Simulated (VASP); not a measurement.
The system is Ni.

```
Ni
1.0
     2.76743    0.00000    0.00000
     0.00000    2.76743    0.00000
     0.00000    0.00000    2.76743
Ni
2
Cartesian
  0.0000 0.0000 0.0000
  1.3837 1.3837 1.3837
```

This isn't the form of Ni at room conditions, which is fcc.

Base run:

| Item | Value |
| --- | --- |
| Program | VASP 6.6.1 |
| Functional | LDA |
| Potentials or basis | VASP PAW LDA potentials, release 64 (Ni) |
| Cutoff | 520 eV |
| k mesh | 11 × 11 × 11 |
| Occupations | fermi-dirac, width 0.05 eV |
| Spin | non-collinear spin, typed start |
| Starting moments | [[0.0, 0.0, 0.5], [0.0, 0.0, -0.5]] μB |

Its results: band gap on the k mesh zero (bands 20 and 21 overlap by 0.56 eV); pressure -11.8 GPa; net moment 0.00 μB per cell.

Task: The run is repeated on the same cell with these changes: moments at the start from [0.0, 0.0, 0.5, 0.0, 0.0, -0.5] to [0.0, 0.0, 0.5, 0.0, 0.0, 0.5]. What comes out?

Result: Band gap on the k mesh zero (bands 20 and 21 overlap by 0.68 eV); pressure -10.8 GPa; net moment 0.91 μB per cell.

Caveats: the cell stands under tension.
